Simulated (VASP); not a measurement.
Al: single point with PBEsol

Al:

```xyz
3
Lattice="4.5831 0.0000 0.0000 -2.2915 3.9691 0.0000 0.0000 0.0000 2.7693" Properties=species:S:1:pos:R:3 pbc="T T T"
Al    0.0000    0.0000    0.0000
Al    0.0000    2.6460    1.3847
Al    2.2915    1.3230    1.3847
```

This isn't the form of Al at room conditions, which is fcc.

```yaml
Program: VASP 6.6.1
Task: single point
Functional: PBEsol
Potentials_or_basis: VASP PAW PBE potentials, release 64 (Al)
Cutoff: 520 eV
k_mesh: 12 × 12 × 16
Occupations: gaussian, width 0.1 eV
Spin: no spin polarisation
Dipole_correction: no
Further_INCAR_settings: ALGO = Normal; EDIFF = 1e-06; NBANDS = 12
```

```
Pressure               : 0.1 GPa
Band gap on the k mesh : zero (an odd number of electrons rules out a gap without spin polarisation)
```

Levels at points of the mesh, in eV from the Fermi level:
| k point | band 1 | band 2 | band 3 | band 4 | band 5 | band 6 | band 7 | band 8 | band 9 |
| --- | --- | --- | --- | --- | --- | --- | --- | --- | --- |
| (0.00, 0.00, 0.00) | -10.97 | -2.13 | -2.13 | -2.05 | -2.05 | -1.37 | -1.27 | 6.96 | 7.78 |
| (0.50, 0.00, 0.00) | -8.66 | -8.63 | -4.27 | -3.88 | 4.33 | 4.57 | 4.79 | 4.89 | 8.32 |
| (0.00, 0.00, 0.50) | -6.50 | -5.94 | 1.50 | 1.50 | 1.96 | 2.25 | 2.25 | 2.59 | 2.68 |
| (0.50, 0.00, 0.50) | -4.39 | -4.07 | -3.84 | -3.55 | -0.30 | 0.75 | 0.75 | 0.77 | 7.88 |

Wall time 110 s on 1 thread of Intel Xeon 8259CL, with other jobs on the host, peak memory 0.22 GiB.

Caveat: the PAW data sets were made with another functional, which shifts forces and pressure a little.
